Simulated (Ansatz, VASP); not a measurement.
# CaO in VASP and in Ansatz

Contents of POSCAR:

```
CaO
1.0
    0.0000000000      2.2530800000      2.3510400000
    2.2530800000      0.0000000000      2.3510400000
    2.2530800000      2.2530800000      0.0000000000
Ca O
1 1
Direct
    0.0000000000      0.0000000000      0.0000000000
    0.5000000000      0.5000000000      0.5000000000
```

INCAR.step1

```
ALGO     = Normal         # electronic algorithm
EDIFF    = 1E-5           # SCF threshold, eV
ENCUT    = 910            # plane-wave cutoff, eV
GGA      = PE             # functional
GGA_COMPAT= False        
ISMEAR   = 0              # smearing method
LASPH    = True           # aspherical terms in the spheres
LCHARG   = False          # write CHGCAR
LREAL    = False          # projectors in reciprocal space
LWAVE    = True           # write WAVECAR
NBANDS   = 15             # bands
NELM     = 120            # most SCF steps
PREC     = Accurate       # precision mode
SIGMA    = 0.05           # smearing width, eV
```

INCAR.step2

```
ALGO     = Normal         # electronic algorithm
EDIFF    = 1E-6           # SCF threshold, eV
ENCUT    = 910            # plane-wave cutoff, eV
GGA_COMPAT= False        
ISIF     = 2              # what is computed and relaxed
ISMEAR   = 0              # smearing method
ISTART   = 1            
LASPH    = True           # aspherical terms in the spheres
LCHARG   = True           # write CHGCAR
LELF     = True           # ELF
LMIXTAU  = True         
LREAL    = False          # projectors in reciprocal space
LVHAR    = True         
LWAVE    = False          # write WAVECAR
METAGGA  = R2SCAN         # meta-GGA
NBANDS   = 15             # bands
NELM     = 120            # most SCF steps
PREC     = Accurate       # precision mode
SIGMA    = 0.05           # smearing width, eV
```

KPOINTS

```
k-points
0
Gamma
  8 8 8
```

Input for Ansatz:

```yaml
crystal:
  lattice:
    - [0.0, 2.25308, 2.35104]
    - [2.25308, 0.0, 2.35104]
    - [2.25308, 2.25308, 0.0]
  atoms:
    - { symbol: Ca, position: [0.0, 0.0, 0.0] }
    - { symbol: O, position: [0.5, 0.5, 0.5] }
basis:
  ecutwfc: 500
kpoints:
  mp_grid: { grid: [8, 8, 8] }
hamiltonian:
  xc: r2scan
scf:
  occupations: { method: gaussian, width: 0.05 }
output:
  forces: true
  stress: true
  eigenvalues: true
```

Change from the starting cell: strain -0.080 along x and y, -0.040 along z, atoms carried along.

Alike in both runs: task single point; functional r2SCAN; k mesh 8 × 8 × 8; occupations gaussian, width 0.05 eV; no spin polarisation.

|  | VASP | Ansatz |
| --- | --- | --- |
| version | VASP 6.6.1 | Ansatz 0.2.0 |
| potentials or method | VASP PAW PBE potentials, release 64 (Ca_sv, O_h), cutoff 910 eV | scalar-relativistic, plane waves, PAW |
| valence electrons in the cell | 16 | 16 |

VASP gave:

| Quantity | Value |
| --- | --- |
| gap on the k mesh at the Fermi level (eV) | 3.99 |
| least direct gap on the mesh (eV) | 4.30 |

**Question.** What did Ansatz give for the same quantities?

**Answer.** gap on the k mesh at the Fermi level (eV): 4.01; least direct gap on the mesh (eV): 4.33.

VASP's potentials were made for PBE, not for r2SCAN.

Noted on VASP's run: the cutoff is short for stress, so the pressure is rough.
